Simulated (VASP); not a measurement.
# Al16Cu8Sb in VASP: a series of runs, part 2 of 2

VASP 6.6.1. The steps go on from the part before.

## Step 3: Single point, PBEsol

File INCAR:

```
SYSTEM = Al16Cu8Sb
  PREC = Accurate
  ENCUT = 520
  EDIFF = 1E-6
  ISMEAR = -1
  SIGMA = 0.1
  LREAL = Auto
  LASPH = .True.
  NELM = 80
  ALGO = Normal
  ISIF = 2
  LWAVE = .False.
  LCHARG = .False.
  GGA = PS
  NBANDS = 88
```

File KPOINTS:

```
regular mesh
0
Gamma
  2 2 1
  0 0 0
```

File POSCAR:

```
Al16Cu8Sb
1.0
    5.9977960000      0.0000000000      0.0000000000
    0.0000000000      5.9977960000      0.0000000000
    0.0000000000      0.0000000000     20.3745810000
Al Cu Sb
16 8 1
Direct
    0.1586082621      0.3413920714      0.0490807639
    0.1409351035      0.6699460935      0.1700648470
    0.8372908982      0.3493449927      0.1722489410
    0.8413924048      0.6586085956      0.0490807639
    0.6589420514      0.8561978433      0.1752183272
    0.6586085956      0.1586082621      0.0490807639
    0.3413920714      0.8413924048      0.0490807639
    0.3425758395      0.1799661076      0.1682439506
    0.1230952170      0.3566976936      0.2875052989
    0.1431525847      0.6710631705      0.3961210294
    0.7966259606      0.2706160730      0.3962437313
    0.8307551641      0.6859019547      0.2958146722
    0.7191641730      0.8094139914      0.4138195529
    0.6147925004      0.1513389252      0.2800401147
    0.3184336380      0.8310219287      0.2764621270
    0.3573812781      0.1473041097      0.3964793190
   -0.0120377552      0.0228750694      0.2171332996
    0.0000000000      0.0000000000      0.1078009899
    0.5000003335      0.5000003335      0.1078009899
    0.4878958871      0.5112544675      0.2210106799
    0.1385842399      0.0033012126      0.4637592302
    0.0146387106     -0.0130047771      0.3364339124
    0.4878125231      0.4895464934      0.3522968153
    0.5330458055      0.4802264032      0.4809620379
   -0.0420154337      0.4486481367      0.5085552434
```

Potentials or basis: VASP PAW PBE potentials, release 64 (Al, Cu, Sb).

Run with:

```
$ cat potpaw_PBE.64/Al/POTCAR potpaw_PBE.64/Cu/POTCAR potpaw_PBE.64/Sb/POTCAR > POTCAR
$ mpirun -np 1 vasp_std > vasp.out
```

OUTCAR:

```text
SYSTEM = Al16Cu8Sb
   PREC = Accurate
   ENCUT = 520
   EDIFF = 1E-6
   ISMEAR = -1
   LREAL = Auto
   LASPH = .True.
   NELM = 80
   ISIF = 2
   GGA = PS

 ion  position               nearest neighbor table
   1  0.159  0.341  0.049-  19 2.56  18 2.56   4 2.69   8 2.84   2 3.16   3 3.16   6 3.19   7 3.19
                             7 3.19   6 3.19
   2  0.141  0.670  0.170-  17 2.50  18 2.50  20 2.51  15 2.60   3 2.65  19 2.70   7 2.93   9 3.04
                             4 3.05   5 3.10   1 3.16  12 3.17   8 3.18   8 3.29   5 3.30
   3  0.837  0.349  0.172-  17 2.34  20 2.51  19 2.58   2 2.65  18 2.66  14 2.83   9 2.91   6 2.96
                             4 3.12   8 3.14   5 3.15   1 3.16   8 3.20   5 3.22  12 3.23
   4  0.841  0.659  0.049-  18 2.56  19 2.56   1 2.69   5 3.03   2 3.05   3 3.12   6 3.19   7 3.19
                             7 3.19   6 3.19
   5  0.659  0.856  0.175-  17 2.37  20 2.49  18 2.61  19 2.71   8 2.72  14 2.79  12 2.85  15 2.91
                             4 3.03   2 3.10   6 3.15   3 3.15   7 3.20   3 3.22   2 3.30
   6  0.659  0.159  0.049-  18 2.56  19 2.56   7 2.69   3 2.96   8 3.08   5 3.15   4 3.19   1 3.19
                             4 3.19   1 3.19
   7  0.341  0.841  0.049-  18 2.56  19 2.56   6 2.69   2 2.93   8 3.17   4 3.19   1 3.19   4 3.19
                             1 3.19   5 3.20
   8  0.343  0.180  0.168-  20 2.42  19 2.47  17 2.53  18 2.63   5 2.72  14 2.81   1 2.84   9 2.96
                            15 3.04   6 3.08   3 3.14   7 3.17   2 3.18   3 3.20   2 3.29
   9  0.123  0.357  0.288-  22 2.52  17 2.59  12 2.65  23 2.68  20 2.74   3 2.91  10 2.91  16 2.91
                             8 2.96  11 3.00   2 3.04  15 3.08  14 3.20  14 3.29
  10  0.143  0.671  0.396-  22 2.38  21 2.42  23 2.50  13 2.70  12 2.77  15 2.82  25 2.87   9 2.91
                            16 3.13  11 3.18
  11  0.797  0.271  0.396-  23 2.44  22 2.47  24 2.66  14 2.70  25 2.70  16 2.74  13 2.83  21 2.94
                             9 3.00  10 3.18  12 3.23  13 3.28
  12  0.831  0.686  0.296-  22 2.27  13 2.60  23 2.63   9 2.65  17 2.75  20 2.77  10 2.77   5 2.85
                            15 3.08  14 3.09   2 3.17  15 3.22   3 3.23  11 3.23
  13  0.719  0.809  0.414-  22 2.60  12 2.60  24 2.65  23 2.68  10 2.70  11 2.83  21 2.95  16 2.99
                            25 3.23  11 3.28
  14  0.615  0.151  0.280-  20 2.59  15 2.62  23 2.62  17 2.69  11 2.70   5 2.79   8 2.81  16 2.83
                             3 2.83  22 2.84  12 3.09   9 3.20   9 3.29
  15  0.318  0.831  0.276-  22 2.39  20 2.45  17 2.59   2 2.60  14 2.62  23 2.76  10 2.82   5 2.91
                             8 3.04  12 3.08   9 3.08  16 3.10  12 3.22
  16  0.357  0.147  0.396-  21 2.08  23 2.37  22 2.58  11 2.74  14 2.83  24 2.84   9 2.91  13 2.99
                            15 3.10  10 3.13
  17  0.988  0.023  0.217-  18 2.23   3 2.34   5 2.37  22 2.45   2 2.50   8 2.53  15 2.59   9 2.59
                            14 2.69  12 2.75
  18  0.000  0.000  0.108-  17 2.23   2 2.50   4 2.56   6 2.56   7 2.56   1 2.56   5 2.61   8 2.63
                             3 2.66
  19  0.500  0.500  0.108-  20 2.31   8 2.47   7 2.56   4 2.56   1 2.56   6 2.56   3 2.58   2 2.70
                             5 2.71
  20  0.488  0.511  0.221-  19 2.31   8 2.42  15 2.45   5 2.49   2 2.51   3 2.51  14 2.59  23 2.68
                             9 2.74  12 2.77
  21  0.139  0.003  0.464-  16 2.08  10 2.42  22 2.70  11 2.94  13 2.95  25 3.02
  22  0.015  0.987  0.336-  12 2.27  10 2.38  15 2.39  17 2.45  11 2.47   9 2.52  16 2.58  13 2.60
                            21 2.70  14 2.84
  23  0.488  0.490  0.352-  16 2.37  11 2.44  10 2.50  14 2.62  12 2.63  24 2.64   9 2.68  20 2.68
                            13 2.68  15 2.76
  24  0.533  0.480  0.481-  25 2.62  23 2.64  13 2.65  11 2.66  16 2.84
  25  0.958  0.449  0.509-  24 2.62  11 2.70  10 2.87  21 3.02  13 3.23

  LATTYP: Found a simple tetragonal cell.
 ALAT       =     5.9977960000
 C/A-ratio  =     3.3970113355

  Lattice vectors:

 A1 = (   5.9977960000,   0.0000000000,   0.0000000000)
 A2 = (   0.0000000000,   5.9977960000,   0.0000000000)
 A3 = (   0.0000000000,   0.0000000000,  20.3745810000)

Analysis of symmetry for initial positions (statically):
[... 142 lines left out ...]
   ISTART =      0    job   : 0-new  1-cont  2-samecut
   ICHARG =      2    charge: 1-file 2-atom 10-const
   ISPIN  =      1    spin polarized calculation?
   LNONCOLLINEAR =      F non collinear calculations
   LSORBIT =      F    spin-orbit coupling
   LASPH  =      T    aspherical Exc in radial PAW
   ENCUT  =  520.0 eV  38.22 Ry    6.18 a.u.  11.15 11.15 37.88*2*pi/ulx,y,z
   NELM   =     80;   NELMIN=  2; NELMDL= -5     # of ELM steps
   EDIFF  = 0.1E-05   stopping-criterion for ELM
   LREAL  =      T    real-space projection
   EDIFFG = 0.1E-04   stopping-criterion for IOM
   NSW    =      0    number of steps for IOM
   IBRION =     -1    ionic relax: 0-MD 1-quasi-New 2-CG
   NFREE  =      0    steps in history (QN), initial steepest desc. (CG)
   ISIF   =      2    stress and relaxation
   ISYM   =      2    0-nonsym 1-usesym 2-fastsym
   POTIM  = 0.5000    time-step for ionic-motion
   TEBEG  =    0.0;   TEEND  =   0.0 temperature during run
   PSTRESS=    0.0 pullay stress
   NELECT =     141.0000    total number of electrons
   NUPDOWN=      -1.0000    fix difference up-down
   EMIN   =  10.00;   EMAX   =-10.00  energy-range for DOS
   EFERMI =   0.00;   METHOD = LEGACY
   ISMEAR =    -1;   SIGMA  =   0.10  broadening in eV -4-tet -1-fermi 0-gaus
   EFERMI_NEDOS =   21; number of points for ismear=-14 and -15
   IALGO  =     38    algorithm
   IMIX   =      4    mixing-type and parameters
     AMIX     =   0.40;   BMIX     =  1.00
     AMIX_MAG =   1.60;   BMIX_MAG =  1.00
  volume/ion in A,a.u.               =      29.32       197.85
  Fermi-wavevector in a.u.,A,eV,Ry     =   0.945055  1.785895 12.151762  0.893129
  Thomas-Fermi vector in A             =   2.072920
   LORBIT       =      0    0 simple, 1 ext, 2 COOP (PROOUT), +10 PAW based schemes
   GGA     = PS    functional components
   LHFCALC =     F    Hartree Fock is set to
   AEXX    =    0.0000 exact exchange contribution
   IVDW    =     0    specifies the selected vdW correction
   LEPSILON=     F    determine dielectric tensor
   LRPA    =     F    only Hartree local field effects (RPA)
 non-spin polarized calculation
  energy-cutoff  :      520.00
  volume of cell :      732.95
 maximum number of plane-waves:     19723
 NGX is ok and might be reduce to    48
   NGX = 23   NGY = 23   NGZ = 75

 number of electron     141.0000062 magnetization

 Free energy of the ion-electron system (eV)
  ---------------------------------------------------
  ext. energy  EPLUGINS =         0.00000000
  ---------------------------------------------------
  free energy    TOTEN  =       -99.53503921 eV

  energy without entropy =      -99.13277332  energy(sigma->0) =      -99.33390626

 E-fermi :   2.2694     XC(G=0):  -6.6034

 val. band max:        2.1928113243   @ k =   0.0000   0.5000   0.0000
 cond. band min:       2.2769060933   @ k =   0.0000   0.0000   0.0000
 fundamental gap:      0.0840947690
 Fermi energy:         2.2694390562

 k-point     1 :       0.0000    0.0000    0.0000
  band No.  band energies     occupation
      1      -8.6089      2.00000
      2      -7.9014      2.00000
      3      -6.9351      2.00000
      4      -5.6028      2.00000
      5      -5.0034      2.00000
      6      -4.6019      2.00000
[... 329 lines left out ...]
     81       4.0597      0.00000
     82       4.1198      0.00000
 [bands above 82 left out]

------------------------ aborting loop because EDIFF is reached ----------------------------------------

  FORCE on cell =-STRESS in cart. coord.  units (eV):
  Direction    XX          YY          ZZ          XY          YZ          ZX
  --------------------------------------------------------------------------------------
  -------------------------------------------------------------------------------------
  Total       -1.7111171      1.3169998      1.9550324      1.4327195      1.7318768     -1.7672776
  in kB       -3.7404018      2.8788844      4.2735863      3.1318409      3.7857812     -3.8631652
  external PRESSURE =       1.1373563 kB  Pullay stress =       0.0000000 kB

 VOLUME and BASIS-vectors are now :
 -----------------------------------------------------------------------------
  energy-cutoff  :      520.00
  volume of cell :      732.95
      direct lattice vectors                 reciprocal lattice vectors
     5.997796000  0.000000000  0.000000000     0.166727911  0.000000000  0.000000000
     0.000000000  5.997796000  0.000000000     0.000000000  0.166727911  0.000000000
     0.000000000  0.000000000 20.374581000     0.000000000  0.000000000  0.049080764

 POSITION                                       TOTAL-FORCE (eV/Angst)
 -----------------------------------------------------------------------------------
      0.95130      2.04760      1.00000         0.007136     -0.020690      0.301002
      0.84530      4.01820      3.46500         0.051929     -0.430258     -0.746906
      5.02190      2.09530      3.50950        -0.258054      0.519826     -0.681640
      5.04650      3.95020      1.00000        -0.100377      0.092935      0.427709
      3.95220      5.13530      3.57000        -0.581472     -0.330083     -0.943005
      3.95020      0.95130      1.00000         0.007783     -0.014654      0.444044
[... 17 lines left out ...]
      3.19710      2.88030      9.79940        -0.135367      0.051320     -1.011433
      5.74580      2.69090     10.36160         0.358816      0.289889     -0.280154
 -----------------------------------------------------------------------------------
    total drift:                                0.002635      0.001462     -0.008783

  FREE ENERGIE OF THE ION-ELECTRON SYSTEM (eV)
  ---------------------------------------------------
  free  energy   TOTEN  =       -99.5350392092 eV

  energy  without entropy=      -99.1327733168  energy(sigma->0) =      -99.33390626
```

Wall time 9.2 min (1 thread of Intel Xeon Platinum 8488C (Sapphire Rapids), shared host); peak memory 0.8 GiB.

Results:

- Free energy: -99.5350 eV
- Largest force: 2.808 eV/Å
- Band gap on the k mesh: zero (an odd number of electrons rules out a gap without spin polarisation)

Forces in eV/Å, atoms in the order of the input:
```
Al   0.007 -0.021  0.301
Al   0.052 -0.430 -0.747
Al  -0.258  0.520 -0.682
Al  -0.100  0.093  0.428
Al  -0.581 -0.330 -0.943
Al   0.008 -0.015  0.444
Al   0.026  0.009  0.438
Al  -0.290 -0.666 -0.375
Al   0.552 -0.123  0.146
Al   0.956 -1.076  0.400
Al   0.455  0.129  0.265
Al  -0.938 -1.269 -1.144
Al  -0.992  0.260  0.678
Al   0.593  0.270  0.146
Al   0.652  0.042  0.623
Al   1.574  0.484 -1.288
Cu   0.421 -0.315  2.044
Cu   0.016  0.146 -1.397
Cu   0.007  0.359 -0.907
Cu   0.149  0.011  1.479
Cu  -2.257 -0.554  1.577
Cu  -0.154  1.352  0.622
Cu  -0.121  0.784 -0.815
Cu  -0.135  0.051 -1.011
Sb   0.359  0.290 -0.280
```

Caveat: the k points lie up to 0.52 Å⁻¹ apart, too coarse for converged energies and pressures of a metal; the atoms stand as in a frame of molecular dynamics; there is no dipole correction, which matters where the two faces differ; the PAW data sets were made with another functional, which shifts forces and pressure a little; spin-orbit coupling is left out, which moves the levels of the heavy elements.

## Step 4: Single point, PBEsol

File INCAR:

```
SYSTEM = Al16Cu8Sb
PREC = Accurate
ENCUT = 520
EDIFF = 1E-6
ISMEAR = -1
SIGMA = 0.1
LREAL = Auto
LASPH = .TRUE.
NELM = 60
ALGO = Normal
ISIF = 2
LWAVE = .FALSE.
LCHARG = .FALSE.
GGA = PS
NBANDS = 88
```

File KPOINTS:

```
Automatic mesh
0
G
  2 2 1
  0 0 0
```

File POSCAR:

```
Al16Cu8Sb
1.0
    5.9977960000      0.0000000000      0.0000000000
    0.0000000000      5.9977960000      0.0000000000
    0.0000000000      0.0000000000     20.3745810000
Al Cu Sb
16 8 1
Direct
    0.1586082621      0.3413920714      0.0490807639
    0.1524393294      0.6485549025      0.1683028476
    0.8387747766      0.3153825172      0.1612106772
    0.8413924048      0.6586085956      0.0490807639
    0.6483881746      0.8157329792      0.1642242361
    0.6586085956      0.1586082621      0.0490807639
    0.3413920714      0.8413924048      0.0490807639
    0.3388578071      0.1345160789      0.1732992693
    0.1458535769      0.3201676082      0.2887764907
    0.1834840665      0.6754147690      0.4314984441
    0.8232690808      0.3479778239      0.3928080779
    0.8527299028      0.6570580260      0.2824499802
    0.6456538368      0.9006141589      0.4398961628
    0.6714799903      0.1369002880      0.2860966810
    0.3086967279      0.8615331365      0.2858856337
    0.3641837768      0.1647438492      0.4069776944
   -0.0251092235     -0.0408983567      0.2323385202
    0.0000000000      0.0000000000      0.1078009899
    0.5000003335      0.5000003335      0.1078009899
    0.4694724529      0.4757414223      0.2316661138
    0.0289773110      0.0069192083      0.4732269095
    0.0008669851     -0.0130047771      0.3610577317
    0.5091370230      0.5782457423      0.3477568447
    0.5411154364      0.5132885480      0.4594744795
   -0.0663577087      0.4344595915      0.5213505986
```

Run with:

```
$ cat potpaw_PBE.64/Al/POTCAR potpaw_PBE.64/Cu/POTCAR potpaw_PBE.64/Sb/POTCAR > POTCAR
$ mpirun -np 1 vasp_std > vasp.out
```

It took 10 min on 1 thread of Intel Xeon Platinum 8488C (Sapphire Rapids), shared host; peak memory 0.81 GiB.

It converged, with:

```yaml
Free_energy: -100.0139 eV
Largest_force: 2.209 eV/Å
Band_gap_on_the_k_mesh: zero (an odd number of electrons rules out a gap without spin polarisation)
```

Forces on the atoms (eV/Å):
```
Al   0.103 -0.095  0.414
Al  -0.002 -0.090 -0.292
Al  -0.225  0.571  0.947
Al   0.050 -0.046  0.262
Al   0.118  0.447  0.459
Al  -0.151 -0.050  0.186
Al  -0.161 -0.056  0.584
Al  -0.099  0.128 -0.348
Al   0.098 -0.077  0.336
Al   0.176 -0.152 -0.623
Al   0.612 -0.133 -0.335
Al  -0.989 -1.433  0.999
Al   1.076 -0.945  0.056
Al  -0.692  0.374 -0.001
Al   0.792 -0.553  0.278
Al  -1.219  1.100 -0.608
Cu   0.578  1.666 -1.330
Cu   0.115 -0.530 -0.333
Cu  -0.279 -0.509 -0.157
Cu   0.677  0.378 -0.312
Cu  -0.223  0.979  0.772
Cu  -0.106 -0.038 -1.245
Cu  -0.381 -0.470 -0.479
Cu   0.180 -0.256  1.108
Sb  -0.047 -0.208 -0.338
```

Levels at points of the mesh, in eV from the Fermi level:
| k point | band 69 | band 70 | band 71 | band 72 | band 73 | band 74 |
| --- | --- | --- | --- | --- | --- | --- |
| (0.00, 0.00, 0.00) | -0.70 | -0.56 | -0.30 | -0.20 | -0.02 | 0.01 |
| (0.50, 0.00, 0.00) | -0.75 | -0.27 | -0.14 | 0.01 | 0.31 | 0.76 |
| (0.00, 0.50, 0.00) | -0.74 | -0.28 | -0.11 | 0.14 | 0.30 | 0.75 |
| (0.50, 0.50, 0.00) | 0.18 | 0.51 | 0.64 | 0.69 | 0.87 | 1.05 |

Caveat: the k points lie up to 0.52 Å⁻¹ apart, too coarse for converged energies and pressures of a metal; the atoms stand as in a frame of molecular dynamics; there is no dipole correction, which matters where the two faces differ; the PAW data sets were made with another functional, which shifts forces and pressure a little; spin-orbit coupling is left out, which moves the levels of the heavy elements.

## Step 5: Overview

| cell | gap on the mesh (eV) | largest force (eV/Å) |
| --- | --- | --- |
| as given, atomic positions A | none | 2.60 |
| as given, atomic positions B | none | 2.81 |
| as given, atomic positions C | none | 2.21 |

Alike in all rows: task single point; level PBEsol; potentials or basis VASP PAW PBE potentials, release 64 (Al, Cu, Sb); no spin polarisation; k mesh 2 × 2 × 1; cutoff (eV) 520; smearing fermi-dirac 0.1 eV.

Caveats: all runs use coarse meshes; the atoms stand as in a frame of molecular dynamics; there is no dipole correction, which matters where the two faces differ; the PAW data sets were made with another functional, which shifts forces and pressure a little; spin-orbit coupling is left out, which moves the levels of the heavy elements.

Total energies depend on the potentials used, so only differences within one code and one set of settings carry meaning.

The gap in the log of VASP goes by the Fermi energy; the results here count the filled bands.